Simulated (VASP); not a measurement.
# Sn (P6_3/mmc) in VASP: notebook

Runs on Sn. Level: PBE. Tasks: relaxation of cell and atoms, single point.

Everything below comes from runs of VASP 6.6.1. Logs are shortened: lines on timing, memory, paths and dates and some standing lists are left out, and cuts for length are marked.

### Step 1. The cell of the first run

The structure is hexagonal, space group P6_3/mmc (No. 194). The conventional cell has a = 3.367 Å, b = 3.367 Å, c = 10.944 Å, α = 90.00°, β = 90.00°, γ = 120.00°. Within 4.4 Å of Sn (site symmetry -3m) lie 12 Sn at 3.36 to 3.37 Å. Sn (site symmetry -6m2) has 12 Sn at 3.36 to 3.37 Å within 4.4 Å.

This isn't the form of Sn at room conditions, which is tetragonal (white tin).

### Step 2. Relaxation of cell and atoms, PBE, target pressure 1.4 GPa, at which the enthalpy is minimised

File INCAR:

```
PREC = Accurate
ENCUT = 600
EDIFF = 1E-6
ISMEAR = -1
SIGMA = 0.05
LREAL = False
LASPH = True
NELM = 100
ALGO = Normal
ISIF = 3
LWAVE = False
LCHARG = False
GGA = PE
IBRION = 2
NSW = 60
EDIFFG = -0.005
PSTRESS = 14.0
```

File KPOINTS:

```
Automatic mesh
0
Gamma
  11 11 3
```

File POSCAR:

```
Sn
1.0
    3.3674727350      0.0000000000      0.0000000000
   -1.6837363675      2.9163169350      0.0000000000
    0.0000000000      0.0000000000     10.9442863886
Sn
4
Direct
    0.0000000000      0.0000000000      0.0000000000
    0.0000000000      0.0000000000      0.5000000000
    0.3333333333      0.6666666667      0.2500000000
    0.6666666667      0.3333333333      0.7500000000
```

Potentials or basis: VASP PAW PBE potentials, release 64 (Sn_d).

Command:

```bash
$ cat potpaw_PBE.64/Sn_d/POTCAR > POTCAR
$ mpirun -np 1 vasp_std > vasp.out
```

OUTCAR:

```text
PREC = Accurate
   ENCUT = 600
   EDIFF = 1E-6
   ISMEAR = -1
   LREAL = False
   LASPH = True
   NELM = 100
   ISIF = 3
   GGA = PE
   IBRION = 2
   NSW = 60
   EDIFFG = -0.005
   PSTRESS = 14.0

 ion  position               nearest neighbor table
   1  0.000  0.000  0.000-   3 3.36   4 3.36   3 3.36   4 3.36   4 3.36   3 3.36
   2  0.000  0.000  0.500-   3 3.36   4 3.36   3 3.36   4 3.36   4 3.36   3 3.36
   3  0.333  0.667  0.250-   1 3.36   2 3.36   1 3.36   2 3.36   1 3.36   2 3.36
   4  0.667  0.333  0.750-   1 3.36   2 3.36   1 3.36   2 3.36   1 3.36   2 3.36

  LATTYP: Found a hexagonal cell.
 ALAT       =     3.3674727350
 C/A-ratio  =     3.2500000000

  Lattice vectors:

 A1 = (   3.3674727350,   0.0000000000,   0.0000000000)
 A2 = (  -1.6837363675,   2.9163169350,   0.0000000000)
 A3 = (   0.0000000000,   0.0000000000,  10.9442863886)

Analysis of symmetry for initial positions (statically):
=====================================================================
 Subroutine PRICEL returns:
 Original cell was already a primitive cell.

 Routine SETGRP: Setting up the symmetry group for a
 hexagonal supercell.

 Subroutine GETGRP returns: Found 24 space group operations
 (whereof 12 operations were pure point group operations)
 out of a pool of 24 trial point group operations.

The static configuration has the point symmetry D_3d.
 The point group associated with its full space group is D_6h.

Analysis of symmetry for dynamics (positions and initial velocities):
=====================================================================
 Subroutine PRICEL returns:
 Original cell was already a primitive cell.

 Routine SETGRP: Setting up the symmetry group for a
 hexagonal supercell.

 Subroutine GETGRP returns: Found 24 space group operations
 (whereof 12 operations were pure point group operations)
 out of a pool of 24 trial point group operations.

The dynamic configuration has the point symmetry D_3d.
 The point group associated with its full space group is D_6h.

 Subroutine INISYM returns: Found 24 space group operations
 (whereof 12 operations are pure point group operations),
 and found     1 'primitive' translations

----------------------------------------------------------------------------------------

                                     Primitive cell

  volume of cell :     107.4797

  direct lattice vectors                    reciprocal lattice vectors
     3.367472735  0.000000000  0.000000000     0.296958603  0.171449130  0.000000000
    -1.683736368  2.916316935  0.000000000     0.000000000  0.342898259  0.000000000
     0.000000000  0.000000000 10.944286389     0.000000000  0.000000000  0.091371878

  length of vectors
     3.367472735  3.367472735 10.944286389     0.342898259  0.342898259  0.091371878

  position of ions in fractional coordinates (direct lattice)
     0.000000000  0.000000000  0.000000000
     0.000000000  0.000000000  0.500000000
     0.333333333  0.666666667  0.250000000
     0.666666667  0.333333333  0.750000000

  ion indices of the primitive-cell ions
   primitive index   ion index
                 1           1
                 2           2
                 3           3
                 4           4

----------------------------------------------------------------------------------------

 KPOINTS: Automatic mesh

Automatic generation of k-mesh.
 Grid dimensions read from file:
 generate k-points for:   11   11    3

 Generating k-lattice:

  Cartesian coordinates                     Fractional coordinates (reciprocal lattice)
     0.026996237  0.015586285  0.000000000     0.090909091  0.000000000  0.000000000
     0.000000000  0.031172569  0.000000000     0.000000000  0.090909091  0.000000000
     0.000000000  0.000000000  0.030457293     0.000000000  0.000000000  0.333333333

  Length of vectors
     0.031172569  0.031172569  0.030457293

  Shift w.r.t. Gamma in fractional coordinates (k-lattice)
     0.000000000  0.000000000  0.000000000

 Subroutine IBZKPT returns following result:
 ===========================================

 Found     32 irreducible k-points:

 Following reciprocal coordinates:
            Coordinates               Weight
  0.000000  0.000000  0.000000      1.000000
  0.090909  0.000000  0.000000      6.000000
  0.181818 -0.000000  0.000000      6.000000
  0.272727  0.000000  0.000000      6.000000
  0.363636  0.000000  0.000000      6.000000
  0.454545 -0.000000  0.000000      6.000000
[... 16 lines left out ...]
  0.090909  0.090909  0.333333     12.000000
  0.181818  0.090909  0.333333     24.000000
 [... further k-points ...]
   k-points           NKPTS =     32   k-points in BZ     NKDIM =     32   number of bands    NBANDS=     33
   number of dos      NEDOS =    301   number of ions     NIONS =      4
   total plane-waves  NPLWV =  70560
   dimension x,y,z NGX =    28 NGY =   28 NGZ =   90
   dimension x,y,z NGXF=    56 NGYF=   56 NGZF=  180
   ions per type =               4
   NGX,Y,Z   is equivalent  to a cutoff of  13.82, 13.82, 13.67 a.u.
   NGXF,Y,Z  is equivalent  to a cutoff of  27.65, 27.65, 27.34 a.u.
 SYSTEM =  unknown system
   PREC   = accura    normal or accurate (medium, high low for compatibility)
   ISTART =      0    job   : 0-new  1-cont  2-samecut
   ICHARG =      2    charge: 1-file 2-atom 10-const
   ISPIN  =      1    spin polarized calculation?
   LNONCOLLINEAR =      F non collinear calculations
   LSORBIT =      F    spin-orbit coupling
   LASPH  =      T    aspherical Exc in radial PAW
   ENCUT  =  600.0 eV  44.10 Ry    6.64 a.u.   6.73  6.73 21.86*2*pi/ulx,y,z
   NELM   =    100;   NELMIN=  2; NELMDL= -5     # of ELM steps
   EDIFF  = 0.1E-05   stopping-criterion for ELM
   LREAL  =      F    real-space projection
   EDIFFG = -.5E-02   stopping-criterion for IOM
   NSW    =     60    number of steps for IOM
   IBRION =      2    ionic relax: 0-MD 1-quasi-New 2-CG
   NFREE  =      1    steps in history (QN), initial steepest desc. (CG)
   ISIF   =      3    stress and relaxation
   ISYM   =      2    0-nonsym 1-usesym 2-fastsym
   POTIM  = 0.5000    time-step for ionic-motion
   TEBEG  =    0.0;   TEEND  =   0.0 temperature during run
   PSTRESS=   14.0 pullay stress
   NELECT =      56.0000    total number of electrons
   NUPDOWN=      -1.0000    fix difference up-down
   EMIN   =  10.00;   EMAX   =-10.00  energy-range for DOS
   EFERMI =   0.00;   METHOD = LEGACY
   ISMEAR =    -1;   SIGMA  =   0.05  broadening in eV -4-tet -1-fermi 0-gaus
   EFERMI_NEDOS =   21; number of points for ismear=-14 and -15
   IALGO  =     38    algorithm
   IMIX   =      4    mixing-type and parameters
     AMIX     =   0.40;   BMIX     =  1.00
     AMIX_MAG =   1.60;   BMIX_MAG =  1.00
  volume/ion in A,a.u.               =      26.87       181.33
  Fermi-wavevector in a.u.,A,eV,Ry     =   1.317333  2.489398 23.611075  1.735365
  Thomas-Fermi vector in A             =   2.447381
   LORBIT       =      0    0 simple, 1 ext, 2 COOP (PROOUT), +10 PAW based schemes
   GGA     = PE    functional components
   LHFCALC =     F    Hartree Fock is set to
   AEXX    =    0.0000 exact exchange contribution
   IVDW    =     0    specifies the selected vdW correction
   LEPSILON=     F    determine dielectric tensor
   LRPA    =     F    only Hartree local field effects (RPA)
 conjugate gradient relaxation of ions
 non-spin polarized calculation
  energy-cutoff  :      600.00
  volume of cell :      107.48
 maximum number of plane-waves:      3607
 NGX is ok and might be reduce to    28
   NGX = 13   NGY = 13   NGZ = 43

--------------------------------------- Ionic step        1  -------------------------------------------

 number of electron      55.9999994 magnetization

 Free energy of the ion-electron system (eV)
  ---------------------------------------------------
  ext. energy  EPLUGINS =         0.00000000
  ---------------------------------------------------
  free energy    TOTEN  =       -15.14527501 eV

  energy without entropy =      -15.13142688  energy(sigma->0) =      -15.13835094

------------------------ aborting loop because EDIFF is reached ----------------------------------------

  FORCE on cell =-STRESS in cart. coord.  units (eV):
  Direction    XX          YY          ZZ          XY          YZ          ZX
  --------------------------------------------------------------------------------------
  -------------------------------------------------------------------------------------
  Total        0.8167388      0.8167388      1.9808765      0.0000000      0.0000000      0.0000000
  in kB       12.1749590     12.1749590     29.5285226      0.0000000      0.0000000      0.0000000
  external PRESSURE =       3.9594802 kB  Pullay stress =      14.0000000 kB
[... 145 lines left out ...]
  enthalpy is  TOTEN    =       -14.2138947191 eV   P V=        0.9456396569

--------------------------------------- Ionic step        5  -------------------------------------------

 number of electron      55.9999992 magnetization

 Free energy of the ion-electron system (eV)
  ---------------------------------------------------
  ext. energy  EPLUGINS =         0.00000000
  ---------------------------------------------------
  free energy    TOTEN  =       -15.16006593 eV

  energy without entropy =      -15.14640168  energy(sigma->0) =      -15.15323381

 E-fermi :   8.2360     XC(G=0): -10.3847

 val. band max:        8.2080967933   @ k =   0.1818   0.1818   0.0000
 cond. band min:       8.2422126027   @ k =   0.1818   0.1818   0.3333
 fundamental gap:      0.0341158094
 Fermi energy:         8.2359559215

 k-point     1 :       0.0000    0.0000    0.0000
  band No.  band energies     occupation
      1     -13.4069      2.00000
      2     -13.4052      2.00000
      3     -13.3932      2.00000
      4     -13.3932      2.00000
      5     -13.3840      2.00000
      6     -13.3840      2.00000
[... 853 lines left out ...]
     32      12.0536      0.00000
     33      12.3266      0.00000

 [... further k-points ...]

------------------------ aborting loop because EDIFF is reached ----------------------------------------

  FORCE on cell =-STRESS in cart. coord.  units (eV):
  Direction    XX          YY          ZZ          XY          YZ          ZX
  --------------------------------------------------------------------------------------
  -------------------------------------------------------------------------------------
  Total        0.9394380      0.9394380      0.9465439      0.0000000      0.0000000      0.0000000
  in kB       13.9004885     13.9004885     14.0056316      0.0000000      0.0000000      0.0000000
  external PRESSURE =      -0.0644638 kB  Pullay stress =      14.0000000 kB
[... 19 lines left out ...]
  FREE ENERGIE OF THE ION-ELECTRON SYSTEM (eV)
  ---------------------------------------------------
  free  energy   TOTEN  =       -15.1600659267 eV

  energy  without entropy=      -15.1464016838  energy(sigma->0) =      -15.15323381

  enthalpy is  TOTEN    =       -14.2139026538 eV   P V=        0.9461632729

 reached required accuracy - stopping structural energy minimisation
```

It took 10 min on 1 thread of Intel Xeon 8259CL, shared host; peak memory 0.32 GiB.

What came out:

- Free energy: -15.1601 eV
- Relaxed volume: 27.07 Å³/atom
- Relaxed cell: a = 3.357 Å, b = 3.357 Å, c = 11.097 Å, α = 90.00°, β = 90.00°, γ = 120.00°
- Space group after relaxing (to 0.1 Å): P6_3/mmc (No. 194)
- Energy change on relaxing (the run minimises the enthalpy): -3.7 meV/atom
- Ionic steps: 5
- Pressure after relaxing: 1.4 GPa
- Band gap on the k mesh: zero (bands 28 and 29 overlap by 7.75 eV)

Step by step:
```
step  energy change (eV)  largest force (eV/Å)  pressure (GPa)  volume (Å³)
   1              0.0000                0.0000            1.80       107.48
   2             -0.0165                0.0000            1.30       108.51
   3             -0.0175                0.0000            1.24       108.61
   4             -0.0143                0.0000            1.44       108.22
   5             -0.0148                0.0000            1.39       108.28
```

Final structure:
```
CELL_PARAMETERS angstrom
3.35670 0.00000 0.00000
-1.67835 2.90699 0.00000
0.00000 0.00000 11.09667
ATOMIC_POSITIONS crystal
Sn 0.00000 0.00000 0.00000
Sn 0.00000 0.00000 0.50000
Sn 0.33333 0.66667 0.25000
Sn 0.66667 0.33333 0.75000
```

Levels at points of the mesh, in eV from the Fermi level:
| k point | band 25 | band 26 | band 27 | band 28 | band 29 | band 30 | band 31 | band 32 |
| --- | --- | --- | --- | --- | --- | --- | --- | --- |
| (0.00, 0.00, 0.00) | -4.73 | 0.77 | 0.77 | 5.87 | 5.87 | 6.61 | 6.61 | 6.74 |

Caveat: the cell is relaxed towards a set pressure, so the run minimises the enthalpy, not the energy; spin-orbit coupling is left out, which moves the levels of the heavy elements.

(Continued in part 2 of 2.)
